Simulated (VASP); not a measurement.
Set up this calculation in VASP 6.6.1, as the native input.

| Item | Value |
| --- | --- |
| Task | single point |
| Functional | PBEsol |
| Dispersion | D3(BJ) |
| Potentials or basis | VASP PAW PBE potentials, release 64 (P) |
| Cutoff | 520 eV |
| k mesh | 14 × 14 × 12 |
| Occupations | gaussian, width 0.1 eV |
| Spin | no spin polarisation |
| Dipole correction | no |
| Further INCAR settings | ALGO = Fast; EDIFF = 1e-06; NBANDS = 18 |

The structure of P lies in POSCAR:

```
P
1.0
    1.6249496493     -4.5802988325      0.0000000000
    1.6249496493      4.5802988325      0.0000000000
    0.0000000000      0.0000000000      3.2828555531
P
4
Direct
    0.1207365775      0.8792634225      0.9999965315
    0.6207365775      0.3792634225      0.5000034685
    0.8792634225      0.1207365775      0.0000034685
    0.3792634225      0.6207365775      0.4999965315
```

These files were run (other wordings do the same):

INCAR

```
SYSTEM = P
PREC = Accurate
ENCUT = 520
EDIFF = 1E-6
ISMEAR = 0
SIGMA = 0.1
LREAL = .False.
LASPH = .True.
NELM = 80
ALGO = Fast
ISIF = 2
LWAVE = .False.
LCHARG = .False.
GGA = PS
IVDW = 12
NBANDS = 18
```

KPOINTS

```
Automatic mesh
0
Gamma
  14 14 12
  0 0 0
```

Potentials or basis: VASP PAW PBE potentials, release 64 (P).

The run is started by

```bash
$ cat potpaw_PBE.64/P/POTCAR > POTCAR
$ mpirun -np 1 vasp_std > vasp.out
```

Results of the run:

* Pressure: 20.1 GPa
* Largest force: 0.020 eV/Å
* Band gap on the k mesh: zero (bands 10 and 11 overlap by 2.44 eV)
* Dispersion energy per atom: -0.466 eV

Caveat: the cell stands under pressure; the PAW data sets were made with another functional, which shifts forces and pressure a little.

It took 8.2 min on 1 thread of Oxide Virtual Turin-like Processor (shared host), peak memory 0.33 GiB.
